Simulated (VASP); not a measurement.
Here is a VASP 6.6.1 calculation.

INCAR

```
SYSTEM = HfC
ALGO     = Normal         ! electronic algorithm
EDIFF    = 1E-6           ! SCF threshold, eV
EDIFFG   = -0.005         ! ionic threshold
ENCUT    = 600            ! plane-wave cutoff, eV
GGA      = PE             ! functional
IBRION   = 2              ! ionic algorithm
ISIF     = 3              ! what is computed and relaxed
ISMEAR   = -1             ! smearing method
LASPH    = .TRUE.         ! aspherical terms in the spheres
LCHARG   = .FALSE.        ! write CHGCAR
LREAL    = .FALSE.        ! projectors in reciprocal space
LWAVE    = .FALSE.        ! write WAVECAR
NELM     = 60             ! most SCF steps
NSW      = 60             ! ionic steps
PREC     = Accurate       ! precision mode
PSTRESS  = 940.0        
SIGMA    = 0.1            ! smearing width, eV
```

The input KPOINTS:

```
k-points
0
G
  10 10 6
  0 0 0
```

Contents of POSCAR:

```
HfC
1.0
    3.0805655386      0.0000000000      0.0000000000
   -1.5402827693      2.6678480145      0.0000000000
    0.0000000000      0.0000000000      4.7748765849
Hf C
2 2
Direct
    0.0000000000      0.0000000000      0.0000000000
    0.0000000000      0.0000000000      0.5000000000
    0.3333333333      0.6666666667      0.2500000000
    0.6666666667      0.3333333333      0.7500000000
```

Potentials or basis: VASP PAW PBE potentials, release 64 (Hf_pv, C).

The run is started by

```bash
$ cat potpaw_PBE.64/Hf_pv/POTCAR potpaw_PBE.64/C/POTCAR > POTCAR
$ mpirun -np 1 vasp_std > vasp.out
```

Q: Estimate the space group after relaxing (to 0.1 Å).

A: P6_3/mmc (No. 194).

Q: Estimate the band gap on the k mesh.

A: Zero (bands 14 and 15 overlap by 2.02 eV).

Q: Predict the relaxed volume.

A: 10.17 Å³/atom.

Q: Estimate the relaxed cell.

A: a = 2.963 Å, b = 2.963 Å, c = 5.353 Å, α = 90.00°, β = 90.00°, γ = 120.00°.

Step by step:
| step | energy change (eV) | largest force (eV/Å) | pressure (GPa) | volume (Å³) |
| --- | --- | --- | --- | --- |
| 1 | 0.0000 | 0.0000 | 119.22 | 39.24 |
| 2 | -3.6369 | 0.0000 | 26.02 | 47.33 |
| 3 | -3.3938 | 0.0000 | 69.20 | 42.87 |
| 4 | -3.1943 | 0.0000 | 73.57 | 42.50 |
| 5 | 0.8334 | 0.0000 | 150.64 | 36.87 |
| 6 | -2.3819 | 0.0000 | 92.57 | 40.81 |
| 7 | -2.3129 | 0.0000 | 94.02 | 40.69 |
| 8 | -2.2917 | 0.0000 | 94.47 | 40.65 |
| 9 | -2.3693 | 0.0000 | 92.78 | 40.78 |
| 10 | -2.3137 | 0.0000 | 93.98 | 40.69 |
| 11 | -2.3141 | 0.0000 | 93.98 | 40.69 |
| 12 | -2.3418 | 0.0000 | 93.38 | 40.74 |
| 13 | -2.3145 | 0.0000 | 93.97 | 40.69 |
| 14 | -2.3138 | 0.0000 | 94.01 | 40.69 |

Caveat: the cell is relaxed towards a set pressure, so the run minimises the enthalpy, not the energy; spin-orbit coupling is left out, which moves the levels of the heavy elements.
